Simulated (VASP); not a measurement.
# HfN (I-4m2) in VASP: a series of runs

Runs on HfN. Level: LDA. Tasks: single point.

Everything below comes from runs of VASP 6.6.1. Logs are shortened: lines on timing, memory, paths and dates and some standing lists are left out, and cuts for length are marked.

**1. The cell of the first run**

The structure is tetragonal, space group I-4m2 (No. 119). Conventional cell: a = 3.558 Å, b = 3.558 Å, c = 4.787 Å, α = 90.00°, β = 90.00°, γ = 90.00°. Within 2.8 Å of Hf (site symmetry -4m2) lie 4 N at 2.14 Å. N (site symmetry -4m2) has 4 Hf at 2.14 Å within 2.8 Å.

**2. Single point, LDA (strain +0.025 along x and y, -0.025 along z)**

INCAR reads:

```
ALGO = Normal
EDIFF = 1E-7
ENCUT = 520
GGA = CA
ISIF = 2
ISMEAR = 0
LASPH = T
LCHARG = F
LREAL = F
LWAVE = F
NBANDS = 14
NELM = 80
PREC = Accurate
SIGMA = 0.15
```

KPOINTS reads:

```
k-points
0
Gamma
  16 16 16
```

POSCAR reads:

```
HfN
1.0
    0.0000000000      2.5161925500      2.3934514500
    2.5161925500      0.0000000000      2.3934514500
    2.5161925500      2.5161925500      0.0000000000
Hf N
1 1
Direct
    0.0000000000      0.0000000000      0.0000000000
    0.7500000000      0.7500000000      0.7500000000
```

Potentials or basis: VASP PAW LDA potentials, release 64 (Hf_pv, N).

Started as:

```
$ cat potpaw_LDA.64/Hf_pv/POTCAR potpaw_LDA.64/N/POTCAR > POTCAR
$ mpirun -np 1 vasp_std > vasp.out
```

OUTCAR:

```text
EDIFF = 1E-7
   ENCUT = 520
   GGA = CA
   ISIF = 2
   ISMEAR = 0
   LASPH = T
   LREAL = F
   NELM = 80
   PREC = Accurate

 ion  position               nearest neighbor table
   1  0.000  0.000  0.000-   2 2.14   2 2.14   2 2.14   2 2.14
   2  0.750  0.750  0.750-   1 2.14   1 2.14   1 2.14   1 2.14

  LATTYP: Found a body centered tetragonal cell.
 ALAT       =     3.5584336298
 C/A-ratio  =     1.3452275349

  Lattice vectors:

 A1 = (   0.0000000000,  -2.5161925500,  -2.3934514500)
 A2 = (   0.0000000000,   2.5161925500,  -2.3934514500)
 A3 = (   2.5161925500,   0.0000000000,   2.3934514500)

Analysis of symmetry for initial positions (statically):
=====================================================================
 Subroutine PRICEL returns:
 Original cell was already a primitive cell.

 Routine SETGRP: Setting up the symmetry group for a
 body centered tetragonal supercell.

 Subroutine GETGRP returns: Found  8 space group operations
 (whereof  8 operations were pure point group operations)
 out of a pool of 16 trial point group operations.

The static configuration has the point symmetry D_2d.

Analysis of symmetry for dynamics (positions and initial velocities):
=====================================================================
 Subroutine PRICEL returns:
 Original cell was already a primitive cell.

 Routine SETGRP: Setting up the symmetry group for a
 body centered tetragonal supercell.

 Subroutine GETGRP returns: Found  8 space group operations
 (whereof  8 operations were pure point group operations)
 out of a pool of 16 trial point group operations.

The dynamic configuration has the point symmetry D_2d.

 Subroutine INISYM returns: Found  8 space group operations
 (whereof  8 operations are pure point group operations),
 and found     1 'primitive' translations

----------------------------------------------------------------------------------------

                                     Primitive cell

  volume of cell :      30.3070

  direct lattice vectors                    reciprocal lattice vectors
     0.000000000  2.516192550  2.393451450    -0.198712932  0.198712932  0.208903339
     2.516192550  0.000000000  2.393451450     0.198712932 -0.198712932  0.208903339
     2.516192550  2.516192550  0.000000000     0.198712932  0.198712932 -0.208903339

  length of vectors
     3.472727284  3.472727284  3.558433630     0.350163196  0.350163196  0.350163196

  position of ions in fractional coordinates (direct lattice)
     0.000000000  0.000000000  0.000000000
     0.750000000  0.750000000  0.750000000

  ion indices of the primitive-cell ions
   primitive index   ion index
                 1           1
                 2           2

----------------------------------------------------------------------------------------

 KPOINTS: k-points

Automatic generation of k-mesh.
 Grid dimensions read from file:
 generate k-points for:   16   16   16

 Generating k-lattice:

  Cartesian coordinates                     Fractional coordinates (reciprocal lattice)
    -0.012419558  0.012419558  0.013056459     0.062500000  0.000000000  0.000000000
     0.012419558 -0.012419558  0.013056459     0.000000000  0.062500000  0.000000000
     0.012419558  0.012419558 -0.013056459    -0.000000000 -0.000000000  0.062500000

  Length of vectors
     0.021885200  0.021885200  0.021885200

  Shift w.r.t. Gamma in fractional coordinates (k-lattice)
     0.000000000  0.000000000  0.000000000

 Subroutine IBZKPT returns following result:
 ===========================================

 Found    349 irreducible k-points:

 Following reciprocal coordinates:
            Coordinates               Weight
  0.000000  0.000000  0.000000      1.000000
  0.062500  0.000000  0.000000      8.000000
  0.125000  0.000000  0.000000      8.000000
  0.187500  0.000000  0.000000      8.000000
  0.250000  0.000000  0.000000      8.000000
  0.312500 -0.000000  0.000000      8.000000
[... 16 lines left out ...]
 -0.125000  0.062500  0.000000      8.000000
 -0.062500  0.062500  0.000000      4.000000
 [... further k-points ...]
   k-points           NKPTS =    349   k-points in BZ     NKDIM =    349   number of bands    NBANDS=     14
   number of dos      NEDOS =    301   number of ions     NIONS =      2
   total plane-waves  NPLWV =  21952
   dimension x,y,z NGX =    28 NGY =   28 NGZ =   28
   dimension x,y,z NGXF=    56 NGYF=   56 NGZF=   56
   ions per type =               1   1
   NGX,Y,Z   is equivalent  to a cutoff of  13.40, 13.40, 13.08 a.u.
   NGXF,Y,Z  is equivalent  to a cutoff of  26.81, 26.81, 26.16 a.u.
 SYSTEM =  unknown system
   PREC   = accura    normal or accurate (medium, high low for compatibility)
   ISTART =      0    job   : 0-new  1-cont  2-samecut
   ICHARG =      2    charge: 1-file 2-atom 10-const
   ISPIN  =      1    spin polarized calculation?
   LNONCOLLINEAR =      F non collinear calculations
   LSORBIT =      F    spin-orbit coupling
   LASPH  =      T    aspherical Exc in radial PAW
   ENCUT  =  520.0 eV  38.22 Ry    6.18 a.u.   6.46  6.46  6.62*2*pi/ulx,y,z
   NELM   =     80;   NELMIN=  2; NELMDL= -5     # of ELM steps
   EDIFF  = 0.1E-06   stopping-criterion for ELM
   LREAL  =      F    real-space projection
   EDIFFG = 0.1E-05   stopping-criterion for IOM
   NSW    =      0    number of steps for IOM
   IBRION =     -1    ionic relax: 0-MD 1-quasi-New 2-CG
   NFREE  =      0    steps in history (QN), initial steepest desc. (CG)
   ISIF   =      2    stress and relaxation
   ISYM   =      2    0-nonsym 1-usesym 2-fastsym
   POTIM  = 0.5000    time-step for ionic-motion
   TEBEG  =    0.0;   TEEND  =   0.0 temperature during run
   PSTRESS=    0.0 pullay stress
   NELECT =      15.0000    total number of electrons
   NUPDOWN=      -1.0000    fix difference up-down
   EMIN   =  10.00;   EMAX   =-10.00  energy-range for DOS
   EFERMI =   0.00;   METHOD = LEGACY
   ISMEAR =     0;   SIGMA  =   0.15  broadening in eV -4-tet -1-fermi 0-gaus
   EFERMI_NEDOS =   21; number of points for ismear=-14 and -15
   IALGO  =     38    algorithm
   IMIX   =      4    mixing-type and parameters
     AMIX     =   0.40;   BMIX     =  1.00
     AMIX_MAG =   1.60;   BMIX_MAG =  1.00
  volume/ion in A,a.u.               =      15.15       102.26
  Fermi-wavevector in a.u.,A,eV,Ry     =   1.294964  2.447128 22.816052  1.676933
  Thomas-Fermi vector in A             =   2.426514
   LORBIT       =      0    0 simple, 1 ext, 2 COOP (PROOUT), +10 PAW based schemes
   GGA     = CA    functional components
   LHFCALC =     F    Hartree Fock is set to
   AEXX    =    0.0000 exact exchange contribution
   IVDW    =     0    specifies the selected vdW correction
   LEPSILON=     F    determine dielectric tensor
   LRPA    =     F    only Hartree local field effects (RPA)
 non-spin polarized calculation
 Gauss-broadening in eV      SIGMA  =   0.15
  energy-cutoff  :      520.00
  volume of cell :       30.31
 maximum number of plane-waves:       841
 NGX is ok and might be reduce to    28
   NGX = 13   NGY = 13   NGZ = 13

 number of electron      14.9999998 magnetization

 Free energy of the ion-electron system (eV)
  ---------------------------------------------------
  ext. energy  EPLUGINS =         0.00000000
  ---------------------------------------------------
  free energy    TOTEN  =       -22.94243559 eV

  energy without entropy =      -22.93452571  energy(sigma->0) =      -22.93848065

 E-fermi :   5.3937     XC(G=0): -11.3951

 val. band max:        5.3795647461   @ k =   0.2500   0.2500   0.0000
 cond. band min:       5.3939884734   @ k =  -0.3125   0.2500   0.1250
 fundamental gap:      0.0144237273
 Fermi energy:         5.3937139860

 k-point     1 :       0.0000    0.0000    0.0000
  band No.  band energies     occupation
      1     -25.6461      2.00000
      2     -25.6359      2.00000
      3     -25.6359      2.00000
      4     -10.4039      2.00000
      5       0.0206      2.00000
      6       0.0206      2.00000
      7       0.1478      2.00000
      8       4.6946      2.00000
      9       7.1414      0.00000
     10       7.7405      0.00000
     11      11.5002      0.00000
     12      11.5002      0.00000
     13      12.2486      0.00000
     14      16.6612      0.00000

 k-point     2 :       0.0625    0.0000    0.0000
  band No.  band energies     occupation
      1     -25.6587      2.00000
      2     -25.6424      2.00000
      3     -25.6387      2.00000
      4     -10.3582      2.00000
      5      -0.0481      2.00000
      6       0.0465      2.00000
      7       0.1533      2.00000
      8       4.9082      2.00000
      9       7.0885      0.00000
     10       7.6656      0.00000
     11      11.4652      0.00000
     12      11.5965      0.00000
     13      12.2580      0.00000
     14      16.6598      0.00000

 k-point     3 :       0.1250    0.0000    0.0000
  band No.  band energies     occupation
      1     -25.7065      2.00000
      2     -25.6486      2.00000
      3     -25.6464      2.00000
      4     -10.2295      2.00000
      5      -0.2476      2.00000
      6       0.1176      2.00000
      7       0.2253      2.00000
      8       5.4615      0.52257
      9       6.9743      0.00000
     10       7.4951      0.00000
     11      11.2892      0.00000
     12      11.8141      0.00000
     13      12.3218      0.00000
     14      16.3979      0.00000
[... 324 lines left out ...]
 k-point    23 :      -0.1250    0.0625    0.0000
  band No.  band energies     occupation
      1     -25.7282      2.00000
      2     -25.6681      2.00000
      3     -25.6474      2.00000
      4     -10.1380      2.00000
      5      -0.3687      2.00000
      6       0.1531      2.00000
      7       0.3337      2.00000
      8       5.8147      0.00007
      9       6.7012      0.00000
     10       7.5089      0.00000
     11      11.1170      0.00000
     12      12.0572      0.00000
     13      12.2718      0.00000
     14      16.0715      0.00000

 k-point    24 :      -0.0625    0.0625    0.0000
  band No.  band energies     occupation
      1     -25.6749      2.00000
      2     -25.6580      2.00000
      3     -25.6404      2.00000
      4     -10.2858      2.00000
      5      -0.1879      2.00000
      6       0.0775      2.00000
      7       0.2411      2.00000
      8       5.2186      1.90130
      9       6.8946      0.00000
     10       7.6305      0.00000
     11      11.3536      0.00000
     12      11.8064      0.00000
     13      12.2582      0.00000
     14      16.6544      0.00000

 [... further k-points ...]

------------------------ aborting loop because EDIFF is reached ----------------------------------------

  FORCE on cell =-STRESS in cart. coord.  units (eV):
  Direction    XX          YY          ZZ          XY          YZ          ZX
  --------------------------------------------------------------------------------------
  -------------------------------------------------------------------------------------
  Total       -3.1218702     -3.1218702     -1.7700467      0.0000000      0.0000000      0.0000000
  in kB     -165.0376640   -165.0376640    -93.5735154      0.0000000      0.0000000      0.0000000
  external PRESSURE =    -141.2162811 kB  Pullay stress =       0.0000000 kB

 VOLUME and BASIS-vectors are now :
 -----------------------------------------------------------------------------
  energy-cutoff  :      520.00
  volume of cell :       30.31
      direct lattice vectors                 reciprocal lattice vectors
     0.000000000  2.516192550  2.393451450    -0.198712932  0.198712932  0.208903339
     2.516192550  0.000000000  2.393451450     0.198712932 -0.198712932  0.208903339
     2.516192550  2.516192550  0.000000000     0.198712932  0.198712932 -0.208903339

 POSITION                                       TOTAL-FORCE (eV/Angst)
 -----------------------------------------------------------------------------------
      0.00000      0.00000      0.00000        -0.000000     -0.000000      0.000000
      3.77429      3.77429      3.59018         0.000000      0.000000      0.000000
 -----------------------------------------------------------------------------------
    total drift:                                0.000000      0.000000      0.000000

  FREE ENERGIE OF THE ION-ELECTRON SYSTEM (eV)
  ---------------------------------------------------
  free  energy   TOTEN  =       -22.9424355860 eV

  energy  without entropy=      -22.9345257110  energy(sigma->0) =      -22.93848065
```

Wall time 81 s (1 thread of AMD EPYC 9R45 (Zen 5), shared host); peak memory 0.24 GiB.

Results:

```yaml
Free_energy: -22.9424 eV
Pressure: -14.1 GPa
Band_gap_on_the_k_mesh: zero (an odd number of electrons rules out a gap without spin polarisation)
```

Stress tensor (GPa, compression positive):
```
-16.50   0.00   0.00
  0.00 -16.50   0.00
  0.00   0.00  -9.36
```

Caveat: the cell differs from its parent crystal (strain +0.025 along x and y, -0.025 along z); the stress differs along the axes, from -17 to -9 GPa; spin-orbit coupling is left out, which moves the levels of the heavy elements; an odd number of electrons without spin polarisation forces a metal; a magnetic or distorted state may lie lower.

**3. Single point, LDA (strain +0.050 along x and y, -0.050 along z)**

INCAR reads:

```
  ALGO = Normal
  EDIFF = 1E-6
  ENCUT = 520
  ISIF = 2
  ISMEAR = 0
  LASPH = T
  LCHARG = T
  LELF = T
  LREAL = F
  LVHAR = T
  LWAVE = F
  NBANDS = 14
  NELM = 100
  PREC = Accurate
  SIGMA = 0.15
```

KPOINTS is that of step 2.

POSCAR reads:

```
HfN
1.0
    0.0000000000      2.5775631000      2.3320809000
    2.5775631000      0.0000000000      2.3320809000
    2.5775631000      2.5775631000      0.0000000000
Hf N
1 1
Direct
    0.0000000000      0.0000000000      0.0000000000
    0.7500000000      0.7500000000      0.7500000000
```

Potentials or basis: VASP PAW LDA potentials, release 64 (Hf_pv, N).

Started as:

```
$ cat potpaw_LDA.64/Hf_pv/POTCAR potpaw_LDA.64/N/POTCAR > POTCAR
$ mpirun -np 1 vasp_std > vasp.out
```

It took 74 s on 1 thread of AMD EPYC 9R45 (Zen 5), shared host; peak memory 0.24 GiB.

Results (log left out):

```yaml
Free_energy: -22.8094 eV
Pressure: -17.8 GPa
Band_gap_on_the_k_mesh: zero (an odd number of electrons rules out a gap without spin polarisation)
```

Stress tensor (GPa, compression positive):
```
-22.23   0.00   0.00
  0.00 -22.23   0.00
  0.00   0.00  -9.06
```

Levels at points of the mesh, in eV from the Fermi level:
| k point | band 5 | band 6 | band 7 | band 8 | band 9 | band 10 | band 11 | band 12 |
| --- | --- | --- | --- | --- | --- | --- | --- | --- |
| (0.00, 0.00, 0.00) | -5.27 | -5.27 | -5.04 | -0.79 | 1.39 | 2.52 | 5.67 | 5.67 |
| (0.50, 0.00, 0.00) | -5.61 | -4.92 | -4.45 | 1.37 | 2.50 | 2.51 | 3.76 | 4.89 |
| (0.50, 0.50, 0.00) | -6.50 | -3.71 | -3.71 | -0.66 | 2.00 | 3.64 | 4.28 | 4.28 |
| (0.50, 0.00, 0.50) | -6.76 | -3.62 | -3.30 | -1.26 | 1.59 | 3.87 | 4.28 | 4.35 |

Caveat: the cell differs from its parent crystal (strain +0.050 along x and y, -0.050 along z); the stress differs along the axes, from -22 to -9 GPa; spin-orbit coupling is left out, which moves the levels of the heavy elements; an odd number of electrons without spin polarisation forces a metal; a magnetic or distorted state may lie lower.

**4. Single point, LDA (strain +0.050 along x and y, -0.025 along z)**

INCAR reads:

```
  ALGO = Normal
  EDIFF = 1E-7
  ENCUT = 520
  GGA = CA
  ISIF = 2
  ISMEAR = 0
  LASPH = T
  LCHARG = F
  LREAL = F
  LWAVE = F
  NBANDS = 14
  NELM = 60
  PREC = Accurate
  SIGMA = 0.15
```

KPOINTS is that of step 3.

POSCAR reads:

```
HfN
1.0
    0.0000000000      2.5775631000      2.3934514500
    2.5775631000      0.0000000000      2.3934514500
    2.5775631000      2.5775631000      0.0000000000
Hf N
1 1
Direct
    0.0000000000      0.0000000000      0.0000000000
    0.7500000000      0.7500000000      0.7500000000
```

Started as:

```
$ cat potpaw_LDA.64/Hf_pv/POTCAR potpaw_LDA.64/N/POTCAR > POTCAR
$ mpirun -np 1 vasp_std > vasp.out
```

It took 80 s on 1 thread of AMD EPYC 9R45 (Zen 5), shared host; peak memory 0.24 GiB.

Results (log left out):

* Free energy: -22.7502 eV
* Pressure: -21.1 GPa
* Band gap on the k mesh: zero (an odd number of electrons rules out a gap without spin polarisation)

Stress tensor (GPa, compression positive):
```
-24.49   0.00   0.00
  0.00 -24.49   0.00
  0.00   0.00 -14.31
```

Levels at points of the mesh, in eV from the Fermi level:
```csv
k point,band 6,band 7,band 8,band 9,band 10,band 11
"(0.00, 0.00, 0.00)",-5.16,-4.98,-0.82,1.51,2.33,5.68
"(0.50, 0.00, 0.00)",-4.76,-4.42,1.36,2.41,2.43,3.78
"(0.50, 0.50, 0.00)",-3.62,-3.62,-0.76,1.94,3.52,4.18
"(0.50, 0.00, 0.50)",-3.55,-3.31,-1.19,1.67,3.67,4.15
```

Caveat: the cell differs from its parent crystal (strain +0.050 along x and y, -0.025 along z); the stress differs along the axes, from -24 to -14 GPa; spin-orbit coupling is left out, which moves the levels of the heavy elements; an odd number of electrons without spin polarisation forces a metal; a magnetic or distorted state may lie lower.

[end of part 1 of 2]

The gap in the log of VASP goes by the Fermi energy; the results here count the filled bands.